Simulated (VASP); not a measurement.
Si5S, 6 atoms in the cell. It takes space group P6/mmm (No. 191, hexagonal). Conventional cell: a = 4.902 Å, b = 4.902 Å, c = 4.692 Å, α = 90.00°, β = 90.00°, γ = 120.00°. Within 3.6 Å of Si (site symmetry -6m2) lie 9 Si at 2.74 to 2.83 Å and 3 S at 2.83 Å. Si (site symmetry mmm) has 8 Si at 2.45 to 2.74 Å within 3.2 Å. S (site symmetry 6/mmm) has 18 Si at 2.83 to 3.39 Å within 3.7 Å. 

- Program: VASP 6.6.1
- Task: single point
- Functional: PBE
- Potentials or basis: VASP PAW PBE potentials, release 64 (Si, S)
- Cutoff: 520 eV
- k mesh: 6 × 6 × 4
- Occupations: gaussian, width 0.1 eV
- Spin: no spin polarisation
- Dipole correction: no
- Further INCAR settings: ALGO = Normal; EDIFF = 1e-07; NBANDS = 22

Potentials or basis: VASP PAW PBE potentials, release 64 (Si, S).

Run with:

```sh
$ cat potpaw_PBE.64/Si/POTCAR potpaw_PBE.64/S/POTCAR > POTCAR
$ mpirun -np 1 vasp_std > vasp.out
```

Hardware: 1 thread of Intel Xeon 6975P-C, on a shared host.

Problem. Estimate the wall time of this run.

Solution. It took 48 s on 1 thread of Intel Xeon 6975P-C, with other jobs on the host, peak memory 0.21 GiB. Counts: scf iterations 14, k points 21.
